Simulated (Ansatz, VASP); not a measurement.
# One calculation of Ba, two programs

```xyz
1
Lattice="-0.0323 3.2327 3.2327 3.2003 0.0000 3.2003 3.2327 3.2327 -0.0323" Properties=species:S:1:pos:R:3 pbc="T T T"
Ba    0.0000    0.0000    0.0000
```

Change from the starting cell: strain -0.0200 x Voigt [0, 0, 0, 0, 1, 0], atoms carried along.

Alike in both runs: task single point; functional LDA; k mesh 14 × 14 × 14; occupations gaussian, width 0.15 eV; no spin polarisation.

```csv
,VASP,Ansatz
version,VASP 6.6.1,Ansatz 0.2.0
potentials or method,"VASP PAW LDA potentials, release 64 (Ba_sv), cutoff 520 eV","scalar-relativistic, plane waves, PAW"
valence electrons in the cell,10,10
```

|  | VASP | Ansatz | Ansatz less VASP |
| --- | --- | --- | --- |
| gap on the k mesh at the Fermi level (eV) | none | none | - |
| pressure (GPa) | -1.6 | -1.6 | -0.02 |
| traceless stress, the component that is largest in VASP (GPa) | 0.16 | 0.16 | 0.000 |

LDA's correlation is that of Perdew and Zunger in VASP and of Perdew and Wang (1992) in Ansatz. A gap of «none» marks a metal or a gap that the smearing closes.

Neither program's run includes spin-orbit coupling.
